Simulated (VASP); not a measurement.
# MgO (Fm-3m) in VASP: single point with PBE

Aim: the single point of MgO with PBE.

Program: VASP 6.6.1. These are calculated values, not measurements. Logs are shortened: lines on timing, memory, paths and dates and some standing lists are left out, and cuts for length are marked.

### 1 The cell of the first run

Symmetry: Fm-3m, No. 225, cubic system. Conventional cell: a = 4.272 Å, b = 4.272 Å, c = 4.272 Å, α = 90.00°, β = 90.00°, γ = 90.00°. Mg (site symmetry m-3m) has 6 O at 2.14 Å within 2.8 Å. Within 2.8 Å of O (site symmetry m-3m) lie 6 Mg at 2.14 Å.

### 2 Single point, PBE

INCAR reads:

```
SYSTEM = MgO
ALGO = Normal
EDIFF = 1E-6
ENCUT = 840
GGA = PE
GGA_COMPAT = .False.
ISIF = 2
ISMEAR = 0
LASPH = .True.
LCHARG = .True.
LELF = .True.
LREAL = .False.
LVHAR = .True.
LWAVE = .False.
NBANDS = 15
NELM = 120
PREC = Accurate
SIGMA = 0.01
```

KPOINTS reads:

```
k-points
0
Gamma
  8 8 8
  0 0 0
```

POSCAR reads:

```
MgO
1.0
    0.0000000000      2.1362466030      2.1362466030
    2.1362466030      0.0000000000      2.1362466030
    2.1362466030      2.1362466030      0.0000000000
Mg O
1 1
Direct
    0.0000000000      0.0000000000      0.0000000000
    0.5000000000      0.5000000000      0.5000000000
```

Potentials or basis: VASP PAW PBE potentials, release 64 (Mg_sv, O).

On the command line:

```console
cat potpaw_PBE.64/Mg_sv/POTCAR potpaw_PBE.64/O/POTCAR > POTCAR
mpirun -np 1 vasp_std > vasp.out
```

OUTCAR:

```text
SYSTEM = MgO
   EDIFF = 1E-6
   ENCUT = 840
   GGA = PE
   ISIF = 2
   ISMEAR = 0
   LASPH = .True.
   LREAL = .False.
   NELM = 120
   PREC = Accurate

 ion  position               nearest neighbor table
   1  0.000  0.000  0.000-
   2  0.500  0.500  0.500-

  LATTYP: Found a face centered cubic cell.
 ALAT       =     4.2724932060

  Lattice vectors:

 A1 = (   0.0000000000,   2.1362466030,   2.1362466030)
 A2 = (   2.1362466030,   0.0000000000,   2.1362466030)
 A3 = (   2.1362466030,   2.1362466030,   0.0000000000)

Analysis of symmetry for initial positions (statically):
=====================================================================
 Subroutine PRICEL returns:
 Original cell was already a primitive cell.

 Routine SETGRP: Setting up the symmetry group for a
 face centered cubic supercell.

 Subroutine GETGRP returns: Found 48 space group operations
 (whereof 48 operations were pure point group operations)
 out of a pool of 48 trial point group operations.

The static configuration has the point symmetry O_h .

Analysis of symmetry for dynamics (positions and initial velocities):
=====================================================================
 Subroutine PRICEL returns:
 Original cell was already a primitive cell.

 Routine SETGRP: Setting up the symmetry group for a
 face centered cubic supercell.

 Subroutine GETGRP returns: Found 48 space group operations
 (whereof 48 operations were pure point group operations)
 out of a pool of 48 trial point group operations.

The dynamic configuration has the point symmetry O_h .

 Subroutine INISYM returns: Found 48 space group operations
 (whereof 48 operations are pure point group operations),
 and found     1 'primitive' translations

----------------------------------------------------------------------------------------

                                     Primitive cell

  volume of cell :      19.4977

  direct lattice vectors                    reciprocal lattice vectors
     0.000000000  2.136246603  2.136246603    -0.234055375  0.234055375  0.234055375
     2.136246603  0.000000000  2.136246603     0.234055375 -0.234055375  0.234055375
     2.136246603  2.136246603  0.000000000     0.234055375  0.234055375 -0.234055375

  length of vectors
     3.021108919  3.021108919  3.021108919     0.405395801  0.405395801  0.405395801

  position of ions in fractional coordinates (direct lattice)
     0.000000000  0.000000000  0.000000000
     0.500000000  0.500000000  0.500000000

  ion indices of the primitive-cell ions
   primitive index   ion index
                 1           1
                 2           2

----------------------------------------------------------------------------------------

 KPOINTS: k-points

Automatic generation of k-mesh.
 Grid dimensions read from file:
 generate k-points for:    8    8    8

 Generating k-lattice:

  Cartesian coordinates                     Fractional coordinates (reciprocal lattice)
    -0.029256922  0.029256922  0.029256922     0.125000000  0.000000000  0.000000000
     0.029256922 -0.029256922  0.029256922     0.000000000  0.125000000  0.000000000
     0.029256922  0.029256922 -0.029256922     0.000000000  0.000000000  0.125000000

  Length of vectors
     0.050674475  0.050674475  0.050674475

  Shift w.r.t. Gamma in fractional coordinates (k-lattice)
     0.000000000  0.000000000  0.000000000

 Subroutine IBZKPT returns following result:
 ===========================================

 Found     29 irreducible k-points:

 Following reciprocal coordinates:
            Coordinates               Weight
  0.000000  0.000000  0.000000      1.000000
  0.125000  0.000000  0.000000      8.000000
  0.250000  0.000000  0.000000      8.000000
  0.375000  0.000000  0.000000      8.000000
  0.500000  0.000000  0.000000      4.000000
  0.125000  0.125000  0.000000      6.000000
[... 16 lines left out ...]
  0.500000  0.250000  0.125000     48.000000
 -0.375000  0.250000  0.125000     24.000000
 [... further k-points ...]
   k-points           NKPTS =     29   k-points in BZ     NKDIM =     29   number of bands    NBANDS=     15
   number of dos      NEDOS =    301   number of ions     NIONS =      2
   total plane-waves  NPLWV =  27000
   dimension x,y,z NGX =    30 NGY =   30 NGZ =   30
   dimension x,y,z NGXF=    60 NGYF=   60 NGZF=   60
   ions per type =               1   1
   NGX,Y,Z   is equivalent  to a cutoff of  16.51, 16.51, 16.51 a.u.
   NGXF,Y,Z  is equivalent  to a cutoff of  33.02, 33.02, 33.02 a.u.
 SYSTEM =  MgO
   PREC   = accura    normal or accurate (medium, high low for compatibility)
   ISTART =      0    job   : 0-new  1-cont  2-samecut
   ICHARG =      2    charge: 1-file 2-atom 10-const
   ISPIN  =      1    spin polarized calculation?
   LNONCOLLINEAR =      F non collinear calculations
   LSORBIT =      F    spin-orbit coupling
   LASPH  =      T    aspherical Exc in radial PAW
   ENCUT  =  840.0 eV  61.74 Ry    7.86 a.u.   7.14  7.14  7.14*2*pi/ulx,y,z
   NELM   =    120;   NELMIN=  2; NELMDL= -5     # of ELM steps
   EDIFF  = 0.1E-05   stopping-criterion for ELM
   LREAL  =      F    real-space projection
[... 7 lines left out ...]
   TEBEG  =    0.0;   TEEND  =   0.0 temperature during run
   PSTRESS=    0.0 pullay stress
   NELECT =      16.0000    total number of electrons
   NUPDOWN=      -1.0000    fix difference up-down
   EMIN   =  10.00;   EMAX   =-10.00  energy-range for DOS
   EFERMI =   0.00;   METHOD = LEGACY
   ISMEAR =     0;   SIGMA  =   0.01  broadening in eV -4-tet -1-fermi 0-gaus
   EFERMI_NEDOS =   21; number of points for ismear=-14 and -15
   IALGO  =     38    algorithm
   IMIX   =      4    mixing-type and parameters
     AMIX     =   0.40;   BMIX     =  1.00
     AMIX_MAG =   1.60;   BMIX_MAG =  1.00
  volume/ion in A,a.u.               =       9.75        65.79
  Fermi-wavevector in a.u.,A,eV,Ry     =   1.532687  2.896358 31.961842  2.349129
  Thomas-Fermi vector in A             =   2.639858
   LORBIT       =      0    0 simple, 1 ext, 2 COOP (PROOUT), +10 PAW based schemes
   GGA     = PE    functional components
   LHFCALC =     F    Hartree Fock is set to
   AEXX    =    0.0000 exact exchange contribution
   IVDW    =     0    specifies the selected vdW correction
   LEPSILON=     F    determine dielectric tensor
   LRPA    =     F    only Hartree local field effects (RPA)
 non-spin polarized calculation
 Gauss-broadening in eV      SIGMA  =   0.01
  energy-cutoff  :      840.00
  volume of cell :       19.50
 maximum number of plane-waves:      1090
 NGX is ok and might be reduce to    30
   NGX = 15   NGY = 15   NGZ = 15

 number of electron      15.9999993 magnetization

 Free energy of the ion-electron system (eV)
  ---------------------------------------------------
  ext. energy  EPLUGINS =         0.00000000
  ---------------------------------------------------
  free energy    TOTEN  =       -11.88408562 eV

  energy without entropy =      -11.88408562  energy(sigma->0) =      -11.88408562

 E-fermi :   2.7752     XC(G=0): -11.1779

 val. band max:        2.6154222967   @ k =   0.0000   0.0000   0.0000
 cond. band min:       6.9515337169   @ k =   0.0000   0.0000   0.0000
 fundamental gap:      4.3361114202
 Fermi energy:         2.7751588350

 k-point     1 :       0.0000    0.0000    0.0000
  band No.  band energies     occupation
      1     -69.8035      2.00000
      2     -36.5332      2.00000
      3     -36.5332      2.00000
      4     -36.5332      2.00000
      5     -14.4214      2.00000
      6       2.6154      2.00000
      7       2.6154      2.00000
      8       2.6154      2.00000
      9       6.9515      0.00000
     10      18.1778      0.00000
     11      18.1778      0.00000
     12      18.1778      0.00000
     13      21.9792      0.00000
     14      23.7123      0.00000
     15      23.7123      0.00000

 k-point     2 :       0.1250    0.0000    0.0000
  band No.  band energies     occupation
      1     -69.8025      2.00000
      2     -36.5439      2.00000
      3     -36.5343      2.00000
      4     -36.5343      2.00000
      5     -14.2664      2.00000
      6       1.6784      2.00000
      7       2.5196      2.00000
      8       2.5196      2.00000
      9       7.8697      0.00000
     10      16.5120      0.00000
     11      18.5116      0.00000
     12      18.5116      0.00000
     13      22.6862      0.00000
     14      22.6862      0.00000
     15      24.0036      0.00000

 k-point     3 :       0.2500    0.0000    0.0000
  band No.  band energies     occupation
      1     -69.8002      2.00000
      2     -36.5698      2.00000
      3     -36.5371      2.00000
      4     -36.5371      2.00000
      5     -13.8662      2.00000
      6       0.0406      2.00000
      7       2.2983      2.00000
      8       2.2983      2.00000
      9       9.3311      0.00000
     10      14.9244      0.00000
     11      18.9268      0.00000
     12      18.9268      0.00000
     13      22.3006      0.00000
     14      22.3006      0.00000
     15      23.9658      0.00000
[... 343 lines left out ...]
 k-point    23 :       0.5000    0.2500    0.1250
  band No.  band energies     occupation
      1     -69.7963      2.00000
      2     -36.5885      2.00000
      3     -36.5568      2.00000
      4     -36.5447      2.00000
      5     -13.2416      2.00000
      6      -0.9396      2.00000
      7       0.9805      2.00000
      8       1.7992      2.00000
      9      11.7578      0.00000
     10      13.9768      0.00000
     11      16.1015      0.00000
     12      19.2645      0.00000
     13      21.8448      0.00000
     14      24.4811      0.00000
     15      27.9772      0.00000

 k-point    24 :      -0.3750    0.2500    0.1250
  band No.  band energies     occupation
      1     -69.7956      2.00000
      2     -36.5944      2.00000
      3     -36.5587      2.00000
      4     -36.5469      2.00000
      5     -13.0893      2.00000
      6      -1.2098      2.00000
      7       0.7825      2.00000
      8       1.6853      2.00000
      9      11.9941      0.00000
     10      14.4080      0.00000
     11      15.6936      0.00000
     12      19.0182      0.00000
     13      22.6514      0.00000
     14      24.1406      0.00000
     15      28.1290      0.00000

 [... further k-points ...]
[... 5 lines left out ...]
  --------------------------------------------------------------------------------------
  -------------------------------------------------------------------------------------
  Total       -0.2297475     -0.2297475     -0.2297475     -0.0000000      0.0000000     -0.0000000
  in kB      -18.8789250    -18.8789250    -18.8789250     -0.0000000      0.0000000     -0.0000000
  external PRESSURE =     -18.8789250 kB  Pullay stress =       0.0000000 kB

 VOLUME and BASIS-vectors are now :
 -----------------------------------------------------------------------------
  energy-cutoff  :      840.00
  volume of cell :       19.50
      direct lattice vectors                 reciprocal lattice vectors
     0.000000000  2.136246603  2.136246603    -0.234055375  0.234055375  0.234055375
     2.136246603  0.000000000  2.136246603     0.234055375 -0.234055375  0.234055375
     2.136246603  2.136246603  0.000000000     0.234055375  0.234055375 -0.234055375

 POSITION                                       TOTAL-FORCE (eV/Angst)
 -----------------------------------------------------------------------------------
      0.00000      0.00000      0.00000         0.000000     -0.000000     -0.000000
      2.13625      2.13625      2.13625         0.000000      0.000000      0.000000
 -----------------------------------------------------------------------------------
    total drift:                                0.000000      0.000000      0.000000

  FREE ENERGIE OF THE ION-ELECTRON SYSTEM (eV)
  ---------------------------------------------------
  free  energy   TOTEN  =       -11.8840856185 eV

  energy  without entropy=      -11.8840856185  energy(sigma->0) =      -11.88408562
```

Wall time 27 s (1 thread of Intel Xeon Platinum 8375C at 2.90GHz (Ice Lake), shared host); peak memory 0.16 GiB.

Results:

| Property | Result |
| --- | --- |
| Free energy | -11.8841 eV |
| Pressure | -1.9 GPa |
| Band gap on the k mesh | 4.34 eV |

Levels at points of the mesh, in eV from the valence-band top:
```csv
k point,band 5,band 6,band 7,band 8,band 9,band 10,band 11,band 12
"(0.00, 0.00, 0.00)",-17.04,0.00,0.00,0.00,4.34,15.56,15.56,15.56
"(0.50, 0.00, 0.00)",-15.83,-4.43,-0.61,-0.61,7.64,12.14,15.90,15.90
"(0.50, 0.50, 0.00)",-15.62,-3.88,-1.28,-1.28,9.07,9.55,12.66,18.35
```

Expect the measured gap to be larger: semilocal functionals such as PBE lack the derivative discontinuity.
